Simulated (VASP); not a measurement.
Al2Cu: single point with PBEsol

Al2Cu:

```xyz
3
Lattice="4.1004 0.0000 0.0000 0.0000 4.1004 0.0000 0.0000 0.0000 2.8275" Properties=species:S:1:pos:R:3 pbc="T T T"
Al    2.0502    0.0000    1.4138
Al    0.0000    2.0502    1.4138
Cu    0.0000    0.0000    0.0000
```

```yaml
Program: VASP 6.6.1
Task: single point
Functional: PBEsol
Potentials_or_basis: VASP PAW PBE potentials, release 64 (Al, Cu)
Cutoff: 520 eV
k_mesh: 9 × 9 × 12
Occupations: fermi-dirac, width 0.05 eV
Spin: no spin polarisation
Dipole_correction: no
k_mesh_for_the_DOS: 14 × 14 × 18
Occupations_for_the_DOS: tetrahedron
Further_INCAR_settings: ALGO = Normal; EDIFF = 1e-06
```

* Valence electrons inside the program's atomic spheres: Al 0.78; Cu 10.18

Levels at points of the mesh, in eV from the Fermi level:
| k point | band 7 | band 8 | band 9 | band 10 | band 11 | band 12 |
| --- | --- | --- | --- | --- | --- | --- |
| (0.00, 0.00, 0.00) | -2.52 | -2.52 | -0.17 | 0.78 | 6.04 | 6.04 |
| (0.50, 0.00, 0.00) | -4.10 | -1.22 | 1.49 | 1.62 | 1.81 | 8.01 |
| (0.50, 0.50, 0.00) | -4.13 | -4.13 | -2.48 | 8.54 | 8.54 | 9.81 |
| (0.00, 0.00, 0.50) | -2.98 | 2.44 | 2.67 | 2.67 | 2.70 | 2.70 |
| (0.50, 0.00, 0.50) | -3.12 | -2.42 | -1.60 | 3.77 | 3.95 | 4.50 |
| (0.50, 0.50, 0.50) | -2.33 | -2.33 | -0.78 | -0.77 | 0.08 | 0.08 |

Wall time 97 s on 1 thread of AMD EPYC 9R45 96-Core Processor (Zen 5), with other jobs on the host, peak memory 0.3 GiB.
